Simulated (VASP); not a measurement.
# C in VASP: single point with LDA

Aim: the single point of C with LDA.

Program: VASP 6.6.1. These are calculated values, not measurements. Logs are shortened: lines on timing, memory, paths and dates and some standing lists are left out, and cuts for length are marked.

**1. The cell of the first run**

The cell holds a repeated cell, 64 atoms: a = 7.064 Å, b = 7.064 Å, c = 7.064 Å, α = 90.00°, β = 90.00°, γ = 90.00°.

**2. Single point, LDA**

Input file INCAR:

```
SYSTEM = C
ALGO = Normal ; EDIFF = 1E-6
ENCUT = 520 ; ISIF = 2
ISMEAR = 0 ; LASPH = .TRUE.
LCHARG = .TRUE. ; LELF = .TRUE.
LREAL = Auto ; LVHAR = .TRUE.
LWAVE = .FALSE. ; NBANDS = 166
NELM = 100 ; PREC = Accurate
SIGMA = 0.1
```

Input file KPOINTS:

```
k-points
0
G
  4 4 4
  0 0 0
```

Input file POSCAR:

```
C
1.0
    7.0636192831      0.0000000000      0.0000000000
    0.0000000000      7.0636192831      0.0000000000
    0.0000000000      0.0000000000      7.0636192831
C
64
Direct
    0.0000000000      0.0000000000      0.0000000000
    0.0000000000      0.2500000000      0.2500000000
    0.2500000000      0.0000000000      0.2500000000
    0.2500000000      0.2500000000      0.0000000000
    0.1250000000      0.1250000000      0.1250000000
    0.1250000000      0.3750000000      0.3750000000
    0.3750000000      0.1250000000      0.3750000000
    0.3750000000      0.3750000000      0.1250000000
    0.0000000000      0.0000000000      0.5000000000
    0.0000000000      0.2500000000      0.7500000000
    0.2500000000      0.0000000000      0.7500000000
    0.2500000000      0.2500000000      0.5000000000
    0.1250000000      0.1250000000      0.6250000000
    0.1250000000      0.3750000000      0.8750000000
    0.3750000000      0.1250000000      0.8750000000
    0.3750000000      0.3750000000      0.6250000000
    0.0000000000      0.5000000000      0.0000000000
    0.0000000000      0.7500000000      0.2500000000
    0.2500000000      0.5000000000      0.2500000000
    0.2500000000      0.7500000000      0.0000000000
    0.1250000000      0.6250000000      0.1250000000
    0.1250000000      0.8750000000      0.3750000000
    0.3750000000      0.6250000000      0.3750000000
    0.3750000000      0.8750000000      0.1250000000
    0.0000000000      0.5000000000      0.5000000000
    0.0000000000      0.7500000000      0.7500000000
    0.2500000000      0.5000000000      0.7500000000
    0.2500000000      0.7500000000      0.5000000000
    0.1250000000      0.6250000000      0.6250000000
    0.1250000000      0.8750000000      0.8750000000
    0.3750000000      0.6250000000      0.8750000000
    0.3750000000      0.8750000000      0.6250000000
    0.5000000000      0.0000000000      0.0000000000
    0.5000000000      0.2500000000      0.2500000000
    0.7500000000      0.0000000000      0.2500000000
    0.7500000000      0.2500000000      0.0000000000
    0.6250000000      0.1250000000      0.1250000000
    0.6250000000      0.3750000000      0.3750000000
    0.8750000000      0.1250000000      0.3750000000
    0.8750000000      0.3750000000      0.1250000000
    0.5000000000      0.0000000000      0.5000000000
    0.5000000000      0.2500000000      0.7500000000
    0.7500000000      0.0000000000      0.7500000000
    0.7500000000      0.2500000000      0.5000000000
    0.6250000000      0.1250000000      0.6250000000
    0.6250000000      0.3750000000      0.8750000000
    0.8750000000      0.1250000000      0.8750000000
    0.8750000000      0.3750000000      0.6250000000
    0.5000000000      0.5000000000      0.0000000000
    0.5000000000      0.7500000000      0.2500000000
    0.7500000000      0.5000000000      0.2500000000
    0.7500000000      0.7500000000      0.0000000000
    0.6250000000      0.6250000000      0.1250000000
    0.6250000000      0.8750000000      0.3750000000
    0.8750000000      0.6250000000      0.3750000000
    0.8750000000      0.8750000000      0.1250000000
    0.5000000000      0.5000000000      0.5000000000
    0.5000000000      0.7500000000      0.7500000000
    0.7500000000      0.5000000000      0.7500000000
    0.7500000000      0.7500000000      0.5000000000
    0.6250000000      0.6250000000      0.6250000000
    0.6250000000      0.8750000000      0.8750000000
    0.8750000000      0.6250000000      0.8750000000
    0.8750000000      0.8750000000      0.6250000000
```

Potentials or basis: VASP PAW LDA potentials, release 64 (C).

On the command line:

```sh
$ cat potpaw_LDA.64/C/POTCAR > POTCAR
$ mpirun -np 1 vasp_std > vasp.out
```

OUTCAR:

```text
SYSTEM = C
   EDIFF = 1E-6
   ENCUT = 520
   ISIF = 2
   ISMEAR = 0
   LASPH = .TRUE.
   LREAL = Auto
   NELM = 100
   PREC = Accurate

 ion  position               nearest neighbor table
   1  0.000  0.000  0.000-   5 1.53  30 1.53  47 1.53  56 1.53
   2  0.000  0.250  0.250-   5 1.53   6 1.53  39 1.53  40 1.53
   3  0.250  0.000  0.250-   5 1.53   7 1.53  22 1.53  24 1.53
   4  0.250  0.250  0.000-   5 1.53   8 1.53  14 1.53  15 1.53
   5  0.125  0.125  0.125-   1 1.53   2 1.53   3 1.53   4 1.53
   6  0.125  0.375  0.375-   2 1.53  12 1.53  19 1.53  25 1.53
[... 56 lines left out ...]
  63  0.875  0.625  0.875-  17 1.53  26 1.53  52 1.53  59 1.53
  64  0.875  0.875  0.625-   9 1.53  26 1.53  43 1.53  60 1.53

  LATTYP: Found a simple cubic cell.
 ALAT       =     7.0636192831

  Lattice vectors:

 A1 = (   7.0636192831,   0.0000000000,   0.0000000000)
 A2 = (   0.0000000000,   7.0636192831,   0.0000000000)
 A3 = (   0.0000000000,   0.0000000000,   7.0636192831)

Analysis of symmetry for initial positions (statically):
=====================================================================
 Subroutine PRICEL returns following result:

  LATTYP: Found a face centered cubic cell.
 ALAT       =     3.5318096416

  Lattice vectors:

 A1 = (   1.7659048208,  -1.7659048208,   0.0000000000)
 A2 = (   1.7659048208,   0.0000000000,   1.7659048208)
 A3 = (   0.0000000000,  -1.7659048208,   1.7659048208)

  32 primitive cells build up your supercell.

 Routine SETGRP: Setting up the symmetry group for a
 simple cubic supercell.

 Subroutine GETGRP returns: Found 48 space group operations
 (whereof 24 operations were pure point group operations)
 out of a pool of 48 trial point group operations.

The static configuration has the point symmetry T_d .
 The point group associated with its full space group is O_h .

Analysis of symmetry for dynamics (positions and initial velocities):
=====================================================================
 Subroutine PRICEL returns following result:

  LATTYP: Found a face centered cubic cell.
 ALAT       =     3.5318096416

  Lattice vectors:

 A1 = (   1.7659048208,  -1.7659048208,   0.0000000000)
 A2 = (   1.7659048208,   0.0000000000,   1.7659048208)
 A3 = (   0.0000000000,  -1.7659048208,   1.7659048208)

  32 primitive cells build up your supercell.

 Routine SETGRP: Setting up the symmetry group for a
 simple cubic supercell.

 Subroutine GETGRP returns: Found 48 space group operations
 (whereof 24 operations were pure point group operations)
 out of a pool of 48 trial point group operations.

The dynamic configuration has the point symmetry T_d .
 The point group associated with its full space group is O_h .

 Subroutine INISYM returns: Found 48 space group operations
 (whereof 24 operations are pure point group operations),
 and found    32 'primitive' translations

----------------------------------------------------------------------------------------

                                     Primitive cell

  volume of cell :      11.0137

  direct lattice vectors                    reciprocal lattice vectors
     1.765904821 -1.765904821  0.000000000     0.283140968 -0.283140968 -0.283140968
     1.765904821  0.000000000  1.765904821     0.283140968  0.283140968  0.283140968
     0.000000000 -1.765904821  1.765904821    -0.283140968 -0.283140968  0.283140968

  length of vectors
     2.497366547  2.497366547  2.497366547     0.490414542  0.490414542  0.490414542

  position of ions in fractional coordinates (direct lattice)
     0.000000000  0.000000000  0.000000000
     0.750000000  0.750000000  0.750000000

  ion indices of the primitive-cell ions
   primitive index   ion index
                 1           1
                 2           5

----------------------------------------------------------------------------------------

 KPOINTS: k-points

Automatic generation of k-mesh.
 Grid dimensions read from file:
 generate k-points for:    4    4    4

 Generating k-lattice:

  Cartesian coordinates                     Fractional coordinates (reciprocal lattice)
     0.035392621  0.000000000  0.000000000     0.250000000  0.000000000  0.000000000
     0.000000000  0.035392621  0.000000000     0.000000000  0.250000000  0.000000000
     0.000000000  0.000000000  0.035392621     0.000000000  0.000000000  0.250000000

  Length of vectors
     0.035392621  0.035392621  0.035392621

  Shift w.r.t. Gamma in fractional coordinates (k-lattice)
     0.000000000  0.000000000  0.000000000

 Subroutine IBZKPT returns following result:
 ===========================================

 Found     10 irreducible k-points:

 Following reciprocal coordinates:
            Coordinates               Weight
  0.000000  0.000000  0.000000      1.000000
  0.250000  0.000000  0.000000      6.000000
  0.500000  0.000000  0.000000      3.000000
  0.250000  0.250000  0.000000     12.000000
  0.500000  0.250000  0.000000     12.000000
  0.500000  0.500000  0.000000      3.000000
  0.250000  0.250000  0.250000      8.000000
  0.500000  0.250000  0.250000     12.000000
  0.500000  0.500000  0.250000      6.000000
  0.500000  0.500000  0.500000      1.000000
   k-points           NKPTS =     10   k-points in BZ     NKDIM =     10   number of bands    NBANDS=    166
   number of dos      NEDOS =    301   number of ions     NIONS =     64
   total plane-waves  NPLWV = 157464
   dimension x,y,z NGX =    54 NGY =   54 NGZ =   54
   dimension x,y,z NGXF=   108 NGYF=  108 NGZF=  108
   ions per type =              64
   NGX,Y,Z   is equivalent  to a cutoff of  12.71, 12.71, 12.71 a.u.
   NGXF,Y,Z  is equivalent  to a cutoff of  25.42, 25.42, 25.42 a.u.
 SYSTEM =  C
   PREC   = accura    normal or accurate (medium, high low for compatibility)
   ISTART =      0    job   : 0-new  1-cont  2-samecut
   ICHARG =      2    charge: 1-file 2-atom 10-const
   ISPIN  =      1    spin polarized calculation?
   LNONCOLLINEAR =      F non collinear calculations
   LSORBIT =      F    spin-orbit coupling
   LASPH  =      T    aspherical Exc in radial PAW
   ENCUT  =  520.0 eV  38.22 Ry    6.18 a.u.  13.13 13.13 13.13*2*pi/ulx,y,z
   NELM   =    100;   NELMIN=  2; NELMDL= -5     # of ELM steps
   EDIFF  = 0.1E-05   stopping-criterion for ELM
   LREAL  =      T    real-space projection
   EDIFFG = 0.1E-04   stopping-criterion for IOM
   NSW    =      0    number of steps for IOM
   IBRION =     -1    ionic relax: 0-MD 1-quasi-New 2-CG
   NFREE  =      0    steps in history (QN), initial steepest desc. (CG)
   ISIF   =      2    stress and relaxation
   ISYM   =      2    0-nonsym 1-usesym 2-fastsym
   POTIM  = 0.5000    time-step for ionic-motion
   TEBEG  =    0.0;   TEEND  =   0.0 temperature during run
   PSTRESS=    0.0 pullay stress
   NELECT =     256.0000    total number of electrons
   NUPDOWN=      -1.0000    fix difference up-down
   EMIN   =  10.00;   EMAX   =-10.00  energy-range for DOS
   EFERMI =   0.00;   METHOD = LEGACY
   ISMEAR =     0;   SIGMA  =   0.10  broadening in eV -4-tet -1-fermi 0-gaus
   EFERMI_NEDOS =   21; number of points for ismear=-14 and -15
   IALGO  =     38    algorithm
   IMIX   =      4    mixing-type and parameters
     AMIX     =   0.40;   BMIX     =  1.00
     AMIX_MAG =   1.60;   BMIX_MAG =  1.00
  volume/ion in A,a.u.               =       5.51        37.16
  Fermi-wavevector in a.u.,A,eV,Ry     =   1.471615  2.780949 29.465466  2.165651
  Thomas-Fermi vector in A             =   2.586729
   LORBIT       =      0    0 simple, 1 ext, 2 COOP (PROOUT), +10 PAW based schemes
   GGA     = CA    functional components
   LHFCALC =     F    Hartree Fock is set to
   AEXX    =    0.0000 exact exchange contribution
   IVDW    =     0    specifies the selected vdW correction
   LEPSILON=     F    determine dielectric tensor
   LRPA    =     F    only Hartree local field effects (RPA)
 non-spin polarized calculation
 Gauss-broadening in eV      SIGMA  =   0.10
  energy-cutoff  :      520.00
  volume of cell :      352.44
 maximum number of plane-waves:      9530
 NGX is ok and might be reduce to    54
   NGX = 27   NGY = 27   NGZ = 27

 number of electron     256.0000038 magnetization

 Free energy of the ion-electron system (eV)
  ---------------------------------------------------
  ext. energy  EPLUGINS =         0.00000000
  ---------------------------------------------------
  free energy    TOTEN  =      -647.86698629 eV

  energy without entropy =     -647.86698629  energy(sigma->0) =     -647.86698629

 E-fermi :  10.6454     XC(G=0): -13.6430

 val. band max:       10.1604417768   @ k =   0.0000   0.0000   0.0000
 cond. band min:      14.3306660152   @ k =   0.5000   0.0000   0.0000
 fundamental gap:      4.1702242383
 Fermi energy:        10.6453718029

 k-point     1 :       0.0000    0.0000    0.0000
  band No.  band energies     occupation
      1     -11.5556      2.00000
      2      -9.2257      2.00000
      3      -9.2257      2.00000
      4      -9.2257      2.00000
      5      -9.2257      2.00000
      6      -9.2257      2.00000
[... 132 lines left out ...]
    139      14.9321      0.00000
    140      14.9321      0.00000

 k-point     2 :       0.2500    0.0000    0.0000
  band No.  band energies     occupation
      1     -11.4084      2.00000
      2     -10.2387      2.00000
      3      -9.0829      2.00000
      4      -9.0829      2.00000
      5      -9.0828      2.00000
      6      -9.0828      2.00000
[... 1276 lines left out ...]
    139      16.2741      0.00000
    140      16.2741      0.00000
 [bands above 140 left out]

------------------------ aborting loop because EDIFF is reached ----------------------------------------

  FORCE on cell =-STRESS in cart. coord.  units (eV):
  Direction    XX          YY          ZZ          XY          YZ          ZX
  --------------------------------------------------------------------------------------
  -------------------------------------------------------------------------------------
  Total        3.3833368      3.3833368      3.3833368     -0.0000000      0.0000000      0.0000000
  in kB       15.3806244     15.3806244     15.3806244     -0.0000000      0.0000000      0.0000000
  external PRESSURE =      15.3806244 kB  Pullay stress =       0.0000000 kB

 VOLUME and BASIS-vectors are now :
 -----------------------------------------------------------------------------
  energy-cutoff  :      520.00
  volume of cell :      352.44
      direct lattice vectors                 reciprocal lattice vectors
     7.063619283  0.000000000  0.000000000     0.141570484  0.000000000  0.000000000
     0.000000000  7.063619283  0.000000000     0.000000000  0.141570484  0.000000000
     0.000000000  0.000000000  7.063619283     0.000000000  0.000000000  0.141570484

 POSITION                                       TOTAL-FORCE (eV/Angst)
 -----------------------------------------------------------------------------------
      0.00000      0.00000      0.00000        -0.000000      0.000000     -0.000000
      0.00000      1.76590      1.76590        -0.000000     -0.000000     -0.000000
      1.76590      0.00000      1.76590        -0.000000      0.000000     -0.000000
      1.76590      1.76590      0.00000        -0.000000     -0.000000     -0.000000
      0.88295      0.88295      0.88295         0.000000     -0.000000      0.000000
      0.88295      2.64886      2.64886         0.000000     -0.000000      0.000000
[... 56 lines left out ...]
      6.18067      4.41476      6.18067         0.000000      0.000000      0.000000
      6.18067      6.18067      4.41476         0.000000     -0.000000      0.000000
 -----------------------------------------------------------------------------------
    total drift:                                0.000000      0.000000      0.000000

  FREE ENERGIE OF THE ION-ELECTRON SYSTEM (eV)
  ---------------------------------------------------
  free  energy   TOTEN  =      -647.8669862926 eV

  energy  without entropy=     -647.8669862926  energy(sigma->0) =     -647.86698629
```

Run time: 19 min. Hardware: 1 thread of Oxide Virtual Turin-like, shared host; peak memory 0.49 GiB.

What came out:

| Quantity | Value |
| --- | --- |
| Free energy | -647.8670 eV |
| Pressure | 1.5 GPa |
| Band gap on the k mesh | 4.17 eV |

Levels at points of the mesh, in eV from the valence-band top:
| k point | band 125 | band 126 | band 127 | band 128 | band 129 | band 130 | band 131 | band 132 |
| --- | --- | --- | --- | --- | --- | --- | --- | --- |
| (0.00, 0.00, 0.00) | -2.86 | 0.00 | 0.00 | 0.00 | 4.49 | 4.49 | 4.49 | 4.49 |
| (0.50, 0.00, 0.00) | -1.78 | -1.78 | -1.28 | -1.28 | 4.17 | 4.17 | 5.22 | 5.22 |
| (0.50, 0.50, 0.00) | -0.77 | -0.77 | -0.77 | -0.77 | 5.70 | 5.70 | 5.70 | 5.70 |
| (0.50, 0.50, 0.50) | -1.79 | -1.79 | -1.79 | -1.79 | 6.11 | 6.11 | 6.11 | 6.11 |
